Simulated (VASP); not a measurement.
ZrS: single point with LDA

ZrS:

```
CELL_PARAMETERS angstrom
0.00000 2.71274 2.71274
2.71274 0.00000 2.71274
2.71274 2.71274 0.00000
ATOMIC_POSITIONS crystal
Zr 0.00000 0.00000 0.00000
S 0.50000 0.50000 0.50000
```

```json
{
  "Program": "VASP 6.6.1",
  "Task": "single point",
  "Functional": "LDA",
  "Potentials or basis": "VASP PAW LDA potentials, release 64 (Zr_sv, S)",
  "Cutoff": "520 eV",
  "k mesh": "16 × 16 × 16",
  "Occupations": "gaussian, width 0.15 eV",
  "Spin": "collinear spin",
  "Starting moments": "[0.1, 0.0] μB",
  "Fixed moment": "0.1 μB",
  "Dipole correction": "no",
  "Further INCAR settings": "ALGO = Normal; EDIFF = 1e-06; NBANDS = 20"
}
```

```
Pressure                                              : -17.7 GPa
Net moment                                            : 0.10 μB per cell
Site moments                                          : Zr +0.06; S +0.00 μB
Valence electrons inside the program's atomic spheres : Zr 9.72; S 3.71
```

It took 7.2 min on 1 thread of Intel Xeon 8259CL (shared host), peak memory 0.28 GiB.

Caveat: the cell stands under tension; the total moment is fixed, so each spin has its own Fermi level.
